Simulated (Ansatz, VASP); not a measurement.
Two plane-wave programs on CuAu3

```
Cu Au
1.0
     3.98468    0.00000    0.00000
     0.00000    3.98468    0.00000
     0.00000    0.00000    3.98468
Cu Au
1 3
Direct
  0.00000 0.00000 0.00000
  0.00000 0.50000 0.50000
  0.50000 0.00000 0.50000
  0.50000 0.50000 0.00000
```

Alike in both runs: functional r2SCAN; k mesh 8 × 8 × 8; occupations fermi-dirac, width 0.1 eV; no spin polarisation.

Ansatz relaxed the structure, and its values are those at the end. VASP's run is a single point on that final structure, the one shown.

|  | VASP | Ansatz |
| --- | --- | --- |
| version | VASP 6.6.1 | Ansatz 0.2.0 |
| potentials or method | VASP PAW PBE potentials, release 64 (Cu, Au), cutoff 520 eV | PAW plane waves |
| valence electrons in the cell | 44 | 76 |

|  | VASP | Ansatz | Ansatz less VASP |
| --- | --- | --- | --- |
| pressure (GPa) | 3.7 | 3.3 | -0.39 |

VASP's potentials were made for PBE, not for r2SCAN. With one functional, cell and mesh, what is left measures potentials, basis and numerics. VASP's potentials hold 44 valence electrons a cell and Ansatz's 76, so a difference there can come from the potentials and not from the codes. Ansatz's warnings: stress scf threshold loose.

Spin-orbit coupling is off throughout.
